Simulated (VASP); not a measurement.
## MgO: single point with LDA

Crystal: MgO.

```
CELL_PARAMETERS angstrom
2.08062 -2.08062 0.00000
2.08062 0.00000 -2.08062
9.30478 8.52455 7.74432
ATOMIC_POSITIONS crystal
Mg 0.00000 0.86271 0.36611
Mg 0.33333 0.25706 0.20339
Mg 0.66667 0.46836 0.52883
Mg 0.00000 0.67965 0.85426
Mg 0.33333 0.07400 0.69154
Mg 0.66667 0.65141 0.04068
O 0.66667 0.55988 0.28475
O 0.00000 0.95424 0.12204
O 0.33333 0.16553 0.44747
O 0.66667 0.37683 0.77290
O 0.00000 0.77118 0.61018
O 0.33333 0.98248 0.93562
```

- Program: VASP 6.6.1
- Task: single point
- Functional: LDA
- Potentials or basis: VASP PAW LDA potentials, release 64 (Mg, O)
- Cutoff: 520 eV
- k mesh: 9 × 9 × 2
- Occupations: gaussian, width 0.05 eV
- Spin: no spin polarisation

The pressure is -1.3 GPa, the largest force is 1.376 eV/Å and the band gap on the k mesh is 2.68 eV, direct.

Forces in eV/Å, atoms in the order of the input:
```
Mg   0.231  0.231  0.231
Mg   0.248  0.251  0.254
Mg   0.232  0.232  0.232
Mg   0.587  0.449  0.532
Mg   0.231  0.230  0.230
Mg  -0.033 -0.972  0.832
O   -0.235 -0.227 -0.229
O   -0.301 -0.026 -0.142
O   -0.232 -0.231 -0.232
O   -0.217 -0.221 -0.232
O   -0.232 -0.232 -0.233
O   -0.279  0.517 -1.245
```

Stress tensor (GPa, compression positive):
```
-1.84 -2.56  0.03
-2.56 -2.70 -0.29
 0.03 -0.29  0.75
```

Levels at points of the mesh, in eV from the valence-band top:
| k point | band 21 | band 22 | band 23 | band 24 | band 25 | band 26 | band 27 | band 28 |
| --- | --- | --- | --- | --- | --- | --- | --- | --- |
| (0.00, 0.00, 0.00) | -0.97 | -0.96 | -0.21 | 0.00 | 2.68 | 4.32 | 5.00 | 5.95 |
| (0.00, 0.00, 0.50) | -0.97 | -0.96 | -0.21 | 0.00 | 2.80 | 4.03 | 5.38 | 5.80 |

Wall time 11 min on 1 thread of Oxide Virtual Turin-like Processor, with other jobs on the host, peak memory 0.32 GiB.

Caveat: forces of over 1 eV/Å act on the atoms, so gaps and moduli don't describe the material at rest. A k mesh can miss the band edges.
